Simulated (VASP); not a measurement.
A run of VASP 6.6.1 is set up as follows.

File INCAR:

```
SYSTEM = Cu2O
ALGO     = Normal         ! electronic algorithm
EDIFF    = 1E-6           ! SCF threshold, eV
ENCUT    = 600            ! plane-wave cutoff, eV
GGA      = PE             ! functional
GGA_COMPAT= .False.      
ISIF     = 2              ! what is computed and relaxed
ISMEAR   = 0              ! smearing method
LASPH    = .True.         ! aspherical terms in the spheres
LCHARG   = .False.        ! write CHGCAR
LMAXMIX  = 4              ! l up to which the mixer works
LORBIT   = 11             ! projections on sites
LORBMOM  = .True.       
LREAL    = .False.        ! projectors in reciprocal space
LSORBIT  = .True.         ! spin-orbit coupling
LWAVE    = .False.        ! write WAVECAR
MAGMOM   = 0 0 0 0 0 0 0 0 0 0 0 0 0 0 0 0 0 0 ! initial moments
NBANDS   = 72             ! bands
NELM     = 200            ! most SCF steps
PREC     = Accurate       ! precision mode
SIGMA    = 0.05           ! smearing width, eV
```

File KPOINTS:

```
Automatic mesh
0
Gamma
  8 8 8
  0.5 0.5 0.5
```

POSCAR

```
Cu2O
1.0
    4.2986203550      0.0000000000      0.0000000000
    0.0000000000      4.2986203550      0.0000000000
    0.0000000000      0.0000000000      4.2986203550
Cu O
4 2
Direct
    0.2500000000      0.2500000000      0.2500000000
    0.2500000000      0.7500000000      0.7500000000
    0.7500000000      0.7500000000      0.2500000000
    0.7500000000      0.2500000000      0.7500000000
    0.0000000000      0.0000000000      0.0000000000
    0.5000000000      0.5000000000      0.5000000000
```

Potentials or basis: VASP PAW PBE potentials, release 64 (Cu, O).

Launch:

```console
$ cat potpaw_PBE.64/Cu/POTCAR potpaw_PBE.64/O/POTCAR > POTCAR
$ mpirun -np 1 vasp_ncl > vasp.out
```

What does it give for the pressure?

0.7 GPa.

Predict the net moment.

0.00 μB per cell.

Moments on the atoms (μB; x, y, z):
```
Cu  0.00 0.00 0.00
Cu  0.00 0.00 0.00
Cu  0.00 0.00 0.00
Cu  0.00 0.00 0.00
O   0.00 0.00 0.00
O   0.00 0.00 0.00
```
